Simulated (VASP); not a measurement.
# Ge3Te2O (Immm) in VASP: notebook

Runs on Ge3Te2O. Level: PBE. Tasks: single point.

Everything below comes from runs of VASP 6.6.1. Logs are shortened: lines on timing, memory, paths and dates and some standing lists are left out, and cuts for length are marked.

### 1 The cell of the first run

Symmetry: Immm, No. 71, orthorhombic system. Conventional cell: a = 5.764 Å, b = 5.839 Å, c = 8.150 Å, α = 90.00°, β = 90.00°, γ = 90.00°. Within 3.4 Å of Ge (site symmetry mm2) lie 2 Ge at 2.57 to 3.01 Å and 4 Te at 2.91 to 3.00 Å and 2 O at 3.28 Å. Ge (site symmetry mmm) has 2 Ge at 2.57 Å and 2 O at 2.88 Å and 8 Te at 3.47 to 3.62 Å within 3.7 Å. Te (site symmetry mm2) has 1 O at 2.20 Å and 4 Ge at 2.91 to 3.00 Å within 3.1 Å. O (site symmetry mmm) has 2 Te at 2.20 Å and 2 Ge at 2.88 Å within 2.9 Å.

The cell was generated, and may not be a known phase.

### 2 Single point, PBE

File INCAR:

```
SYSTEM = Ge3Te2O
PREC     = Accurate       ! precision mode
ENCUT    = 520            ! plane-wave cutoff, eV
EDIFF    = 1E-6           ! SCF threshold, eV
ISMEAR   = 0              ! smearing method
SIGMA    = 0.1            ! smearing width, eV
LREAL    = .FALSE.        ! projectors in reciprocal space
LASPH    = .TRUE.         ! aspherical terms in the spheres
NELM     = 100            ! most SCF steps
ALGO     = Normal         ! electronic algorithm
ISIF     = 2              ! what is computed and relaxed
LWAVE    = .FALSE.        ! write WAVECAR
LCHARG   = .FALSE.        ! write CHGCAR
GGA      = PE             ! functional
NBANDS   = 39             ! bands
```

File KPOINTS:

```
Automatic mesh
0
G
  4 4 4
  0 0 0
```

File POSCAR:

```
Ge3Te2O
1.0
   -2.9195118023      4.0752302644      2.8820001007
    2.9195118023     -4.0752302644      2.8820001007
    2.9195118023      4.0752302644     -2.8820001007
Ge Te O
3 2 1
Direct
    0.3154343645      0.0000000000      0.3154343645
    0.6845656355      0.0000000000      0.6845656355
    0.0000000000      0.0000000000      0.0000000000
    0.2306610945      0.5000000000      0.7306610945
    0.7693389055      0.5000000000      0.2693389055
    0.5000000000      0.5000000000      0.0000000000
```

Potentials or basis: VASP PAW PBE potentials, release 64 (Ge_d, Te, O).

Run with:

```
$ cat potpaw_PBE.64/Ge_d/POTCAR potpaw_PBE.64/Te/POTCAR potpaw_PBE.64/O/POTCAR > POTCAR
$ mpirun -np 1 vasp_std > vasp.out
```

OUTCAR:

```text
SYSTEM = Ge3Te2O
   PREC = Accurate
   ENCUT = 520
   EDIFF = 1E-6
   ISMEAR = 0
   LREAL = .FALSE.
   LASPH = .TRUE.
   NELM = 100
   ISIF = 2
   GGA = PE

 ion  position               nearest neighbor table
   1  0.315  0.000  0.315-   3 2.57   5 2.91   5 2.91   4 3.00   4 3.00
   2  0.685  0.000  0.685-   3 2.57   4 2.91   4 2.91   5 3.00   5 3.00
   3  0.000  0.000  0.000-   1 2.57   2 2.57
   4  0.231  0.500  0.731-   6 2.20   2 2.91   2 2.91   1 3.00   1 3.00
   5  0.769  0.500  0.269-   6 2.20   1 2.91   1 2.91   2 3.00   2 3.00
   6  0.500  0.500  0.000-   4 2.20   5 2.20

  LATTYP: Found a body centered orthorhombic cell.
 ALAT       =     5.7640002014
 B/A-ratio  =     1.0130158571
 C/A-ratio  =     1.4140284948

  Lattice vectors:

 A1 = (   2.9195118023,  -4.0752302644,   2.8820001007)
 A2 = (  -2.9195118023,  -4.0752302644,  -2.8820001007)
 A3 = (   2.9195118023,   4.0752302644,  -2.8820001007)

Analysis of symmetry for initial positions (statically):
=====================================================================
 Subroutine PRICEL returns:
 Original cell was already a primitive cell.

 Routine SETGRP: Setting up the symmetry group for a
 body centered orthorhombic supercell.

 Subroutine GETGRP returns: Found  8 space group operations
 (whereof  8 operations were pure point group operations)
 out of a pool of  8 trial point group operations.

The static configuration has the point symmetry D_2h.

Analysis of symmetry for dynamics (positions and initial velocities):
=====================================================================
 Subroutine PRICEL returns:
 Original cell was already a primitive cell.

 Routine SETGRP: Setting up the symmetry group for a
 body centered orthorhombic supercell.

 Subroutine GETGRP returns: Found  8 space group operations
 (whereof  8 operations were pure point group operations)
 out of a pool of  8 trial point group operations.

The dynamic configuration has the point symmetry D_2h.

 Subroutine INISYM returns: Found  8 space group operations
 (whereof  8 operations are pure point group operations),
 and found     1 'primitive' translations

----------------------------------------------------------------------------------------

                                     Primitive cell

  volume of cell :     137.1565

  direct lattice vectors                    reciprocal lattice vectors
    -2.919511802  4.075230264  2.882000101     0.000000000  0.122692454  0.173490625
     2.919511802 -4.075230264  2.882000101     0.171261510  0.000000000  0.173490625
     2.919511802  4.075230264 -2.882000101     0.171261510  0.122692454  0.000000000

  length of vectors
     5.782471397  5.782471397  5.782471397     0.212491024  0.243781669  0.210674970

  position of ions in fractional coordinates (direct lattice)
     0.315434364  0.000000000  0.315434364
     0.684565636  0.000000000  0.684565636
     0.000000000  0.000000000  0.000000000
     0.230661095  0.500000000  0.730661095
     0.769338905  0.500000000  0.269338905
     0.500000000  0.500000000  0.000000000

  ion indices of the primitive-cell ions
   primitive index   ion index
                 1           1
                 2           2
                 3           3
                 4           4
                 5           5
                 6           6

----------------------------------------------------------------------------------------

 KPOINTS: Automatic mesh

Automatic generation of k-mesh.
 Grid dimensions read from file:
 generate k-points for:    4    4    4

 Generating k-lattice:

  Cartesian coordinates                     Fractional coordinates (reciprocal lattice)
     0.000000000  0.030673113  0.043372656     0.250000000 -0.000000000  0.000000000
     0.042815378  0.000000000  0.043372656     0.000000000  0.250000000  0.000000000
     0.042815378  0.030673113  0.000000000     0.000000000 -0.000000000  0.250000000

  Length of vectors
     0.053122756  0.060945417  0.052668743

  Shift w.r.t. Gamma in fractional coordinates (k-lattice)
     0.000000000  0.000000000  0.000000000

 Subroutine IBZKPT returns following result:
 ===========================================

 Found     18 irreducible k-points:

 Following reciprocal coordinates:
            Coordinates               Weight
  0.000000  0.000000  0.000000      1.000000
  0.250000 -0.000000  0.000000      4.000000
  0.500000 -0.000000  0.000000      2.000000
  0.000000  0.250000  0.000000      4.000000
  0.250000  0.250000  0.000000      8.000000
  0.500000  0.250000  0.000000      8.000000
[... 10 lines left out ...]
 -0.250000 -0.250000  0.250000      2.000000
  0.500000  0.500000  0.500000      1.000000
   k-points           NKPTS =     18   k-points in BZ     NKDIM =     18   number of bands    NBANDS=     39
   number of dos      NEDOS =    301   number of ions     NIONS =      6
   total plane-waves  NPLWV = 110592
   dimension x,y,z NGX =    48 NGY =   48 NGZ =   48
   dimension x,y,z NGXF=    96 NGYF=   96 NGZF=   96
   ions per type =               3   2   1
   NGX,Y,Z   is equivalent  to a cutoff of  13.80, 13.80, 13.80 a.u.
   NGXF,Y,Z  is equivalent  to a cutoff of  27.60, 27.60, 27.60 a.u.
 SYSTEM =  Ge3Te2O
   PREC   = accura    normal or accurate (medium, high low for compatibility)
   ISTART =      0    job   : 0-new  1-cont  2-samecut
   ICHARG =      2    charge: 1-file 2-atom 10-const
   ISPIN  =      1    spin polarized calculation?
   LNONCOLLINEAR =      F non collinear calculations
   LSORBIT =      F    spin-orbit coupling
   LASPH  =      T    aspherical Exc in radial PAW
   ENCUT  =  520.0 eV  38.22 Ry    6.18 a.u.  10.75 10.75 10.75*2*pi/ulx,y,z
   NELM   =    100;   NELMIN=  2; NELMDL= -5     # of ELM steps
   EDIFF  = 0.1E-05   stopping-criterion for ELM
   LREAL  =      F    real-space projection
   EDIFFG = 0.1E-04   stopping-criterion for IOM
   NSW    =      0    number of steps for IOM
   IBRION =     -1    ionic relax: 0-MD 1-quasi-New 2-CG
   NFREE  =      0    steps in history (QN), initial steepest desc. (CG)
   ISIF   =      2    stress and relaxation
   ISYM   =      2    0-nonsym 1-usesym 2-fastsym
   POTIM  = 0.5000    time-step for ionic-motion
   TEBEG  =    0.0;   TEEND  =   0.0 temperature during run
   PSTRESS=    0.0 pullay stress
   NELECT =      60.0000    total number of electrons
   NUPDOWN=      -1.0000    fix difference up-down
   EMIN   =  10.00;   EMAX   =-10.00  energy-range for DOS
   EFERMI =   0.00;   METHOD = LEGACY
   ISMEAR =     0;   SIGMA  =   0.10  broadening in eV -4-tet -1-fermi 0-gaus
   EFERMI_NEDOS =   21; number of points for ismear=-14 and -15
   IALGO  =     38    algorithm
   IMIX   =      4    mixing-type and parameters
     AMIX     =   0.40;   BMIX     =  1.00
     AMIX_MAG =   1.60;   BMIX_MAG =  1.00
  volume/ion in A,a.u.               =      22.86       154.26
  Fermi-wavevector in a.u.,A,eV,Ry     =   1.242758  2.348471 21.013473  1.544447
  Thomas-Fermi vector in A             =   2.377098
   LORBIT       =      0    0 simple, 1 ext, 2 COOP (PROOUT), +10 PAW based schemes
   GGA     = PE    functional components
   LHFCALC =     F    Hartree Fock is set to
   AEXX    =    0.0000 exact exchange contribution
   IVDW    =     0    specifies the selected vdW correction
   LEPSILON=     F    determine dielectric tensor
   LRPA    =     F    only Hartree local field effects (RPA)
 non-spin polarized calculation
 Gauss-broadening in eV      SIGMA  =   0.10
  energy-cutoff  :      520.00
  volume of cell :      137.16
 maximum number of plane-waves:      3708
 NGX is ok and might be reduce to    48
   NGX = 21   NGY = 21   NGZ = 21

 number of electron      60.0000006 magnetization

 Free energy of the ion-electron system (eV)
  ---------------------------------------------------
  ext. energy  EPLUGINS =         0.00000000
  ---------------------------------------------------
  free energy    TOTEN  =       -23.84610042 eV

  energy without entropy =      -23.83471654  energy(sigma->0) =      -23.84040848

 E-fermi :   5.7907     XC(G=0):  -9.9958

 val. band max:        5.7776384940   @ k =   0.2500   0.2500   0.2500
 cond. band min:       5.8364694199   @ k =  -0.2500   0.2500   0.2500
 fundamental gap:      0.0588309259
 Fermi energy:         5.7907145560

 k-point     1 :       0.0000    0.0000    0.0000
  band No.  band energies     occupation
      1     -19.3542      2.00000
      2     -19.3534      2.00000
      3     -19.2416      2.00000
      4     -19.2356      2.00000
      5     -19.2163      2.00000
      6     -18.8994      2.00000
[... 31 lines left out ...]
     38      11.8952      0.00000
     39      12.7530      0.00000

 k-point     2 :       0.2500   -0.0000    0.0000
  band No.  band energies     occupation
      1     -19.3542      2.00000
      2     -19.3532      2.00000
      3     -19.2417      2.00000
      4     -19.2339      2.00000
      5     -19.2164      2.00000
      6     -18.8996      2.00000
[... 31 lines left out ...]
     38      10.8856      0.00000
     39      11.2246      0.00000

 k-point     3 :       0.5000   -0.0000    0.0000
  band No.  band energies     occupation
      1     -19.3542      2.00000
      2     -19.3530      2.00000
      3     -19.2418      2.00000
      4     -19.2322      2.00000
      5     -19.2165      2.00000
      6     -18.9005      2.00000
[... 31 lines left out ...]
     38      10.5774      0.00000
     39      11.4298      0.00000

 k-point     4 :       0.0000    0.2500    0.0000
  band No.  band energies     occupation
      1     -19.3542      2.00000
      2     -19.3532      2.00000
      3     -19.2416      2.00000
      4     -19.2356      2.00000
      5     -19.2163      2.00000
      6     -18.8980      2.00000
[... 31 lines left out ...]
     38      10.6265      0.00000
     39      10.7276      0.00000
[... 502 lines left out ...]
     38      10.5675      0.00000
     39      10.6176      0.00000

 k-point    17 :      -0.2500   -0.2500    0.2500
  band No.  band energies     occupation
      1     -19.3542      2.00000
      2     -19.3531      2.00000
      3     -19.2417      2.00000
      4     -19.2355      2.00000
      5     -19.2163      2.00000
      6     -18.8984      2.00000
[... 31 lines left out ...]
     38      10.4894      0.00000
     39      12.1955      0.00000

 k-point    18 :       0.5000    0.5000    0.5000
  band No.  band energies     occupation
      1     -19.3542      2.00000
      2     -19.3535      2.00000
      3     -19.2416      2.00000
      4     -19.2355      2.00000
      5     -19.2163      2.00000
      6     -18.9010      2.00000
[... 31 lines left out ...]
     38      10.7356      0.00000
     39      11.0058      0.00000

------------------------ aborting loop because EDIFF is reached ----------------------------------------

  FORCE on cell =-STRESS in cart. coord.  units (eV):
  Direction    XX          YY          ZZ          XY          YZ          ZX
  --------------------------------------------------------------------------------------
  -------------------------------------------------------------------------------------
  Total       -0.0468261      0.2348040      0.0092281      0.0000000      0.0000000     -0.0000000
  in kB       -0.5469935      2.7428353      0.1077971      0.0000000      0.0000000     -0.0000000
  external PRESSURE =       0.7678796 kB  Pullay stress =       0.0000000 kB

 VOLUME and BASIS-vectors are now :
 -----------------------------------------------------------------------------
  energy-cutoff  :      520.00
  volume of cell :      137.16
      direct lattice vectors                 reciprocal lattice vectors
    -2.919511802  4.075230264  2.882000101     0.000000000  0.122692454  0.173490625
     2.919511802 -4.075230264  2.882000101     0.171261510  0.000000000  0.173490625
     2.919511802  4.075230264 -2.882000101     0.171261510  0.122692454  0.000000000

 POSITION                                       TOTAL-FORCE (eV/Angst)
 -----------------------------------------------------------------------------------
      0.00000      2.57094      0.00000        -0.000000      0.025173      0.000000
      0.00000      5.57953      0.00000         0.000000     -0.025173      0.000000
      0.00000      0.00000      0.00000        -0.000000     -0.000000      0.000000
      2.91951      1.87999     -0.00000        -0.000000     -0.000898      0.000000
      0.00000      2.19524      2.88200         0.000000      0.000898     -0.000000
      0.00000      0.00000      2.88200         0.000000     -0.000000     -0.000000
 -----------------------------------------------------------------------------------
    total drift:                                0.000000      0.000000     -0.000000

  FREE ENERGIE OF THE ION-ELECTRON SYSTEM (eV)
  ---------------------------------------------------
  free  energy   TOTEN  =       -23.8461004248 eV

  energy  without entropy=      -23.8347165427  energy(sigma->0) =      -23.84040848
```

Wall time 3.5 min (1 thread of Oxide Virtual Turin-like, shared host); peak memory 0.31 GiB.

What came out:

* Free energy: -23.8461 eV
* Pressure: 0.1 GPa
* Largest force: 0.025 eV/Å
* Band gap on the k mesh: zero (bands 30 and 31 overlap by 0.78 eV)

Forces in eV/Å, atoms in the order of the input:
```
Ge   0.000  0.025  0.000
Ge   0.000 -0.025  0.000
Ge   0.000  0.000  0.000
Te   0.000 -0.001  0.000
Te   0.000  0.001  0.000
O    0.000  0.000  0.000
```

Caveat: spin-orbit coupling is left out, which moves the levels of the heavy elements.

### 3 Single point, PBE

This run uses another cell than the first one, of 23.39 Å³/atom.

File INCAR:

```
PREC     = Accurate       # precision mode
ENCUT    = 520            # plane-wave cutoff, eV
EDIFF    = 1E-6           # SCF threshold, eV
ISMEAR   = 0              # smearing method
SIGMA    = 0.1            # smearing width, eV
LREAL    = False          # projectors in reciprocal space
LASPH    = True           # aspherical terms in the spheres
NELM     = 60             # most SCF steps
ALGO     = Normal         # electronic algorithm
ISIF     = 2              # what is computed and relaxed
LWAVE    = False          # write WAVECAR
LCHARG   = False          # write CHGCAR
GGA      = PE             # functional
NBANDS   = 39             # bands
```

File KPOINTS:

```
Automatic mesh
0
Gamma
  4 4 4
```

File POSCAR:

```
Ge3Te2O
1.0
   -2.6583689700      3.1294431600      4.2168541400
    2.6583689700     -3.1294431600      4.2168541400
    2.6583689700      3.1294431600     -4.2168541400
Ge Te O
3 2 1
Direct
    0.3321436400      0.0000000000      0.3321436400
    0.6678563600      0.0000000000      0.6678563600
    0.0000000000      0.0000000000      0.0000000000
    0.2280836600      0.5000000000      0.7280836600
    0.7719163400      0.5000000000      0.2719163400
    0.5000000000      0.5000000000      0.0000000000
```

Potentials or basis: VASP PAW PBE potentials, release 64 (Ge_d, Te, O).

Run with:

```
$ cat potpaw_PBE.64/Ge_d/POTCAR potpaw_PBE.64/Te/POTCAR potpaw_PBE.64/O/POTCAR > POTCAR
$ mpirun -np 1 vasp_std > vasp.out
```

It took 6.3 min on 1 thread of Oxide Virtual Turin-like, shared host; peak memory 0.32 GiB.

Results (log left out):

```yaml
Free_energy: -15.4163 eV
Pressure: 37.4 GPa
Largest_force: 10.106 eV/Å
Band_gap_on_the_k_mesh: zero (bands 30 and 31 overlap by 0.86 eV)
```

Forces in eV/Å, atoms in the order of the input:
```
Ge    0.000   0.131   0.000
Ge    0.000  -0.131   0.000
Ge    0.000   0.000   0.000
Te    0.000 -10.106   0.000
Te    0.000  10.106   0.000
O     0.000   0.000   0.000
```

Stress tensor (GPa, compression positive):
```
20.57  0.00  0.00
 0.00 92.73  0.00
 0.00  0.00 -0.99
```

Levels at points of the mesh, in eV from the Fermi level:
```
           k point  band 26  band 27  band 28  band 29  band 30  band 31  band 32  band 33  band 34  band 35
(0.00, 0.00, 0.00)    -4.30    -2.60    -2.43    -1.13    -0.19     1.13     1.31     2.43     2.95     3.10
(0.50, 0.00, 0.00)    -3.73    -2.45    -2.31    -1.87    -0.20     0.96     1.99     3.94     4.26     4.32
(0.00, 0.50, 0.00)    -2.36    -1.66    -1.50    -0.21    -0.17     0.21     0.97     1.33     2.33     3.11
(0.50, 0.50, 0.00)    -2.91    -2.01    -1.12    -0.84    -0.52    -0.33     0.35     1.60     1.69     4.02
(0.50, 0.50, 0.50)    -4.21    -3.70    -1.21    -0.10     0.53     1.32     2.03     2.04     3.04     4.54
```

Caveat: the stress differs along the axes, from -1 to 93 GPa; spin-orbit coupling is left out, which moves the levels of the heavy elements; forces of over 1 eV/Å act on the atoms, so gaps and moduli don't describe the material at rest.

The gap in the log of VASP goes by the Fermi energy; the results here count the filled bands.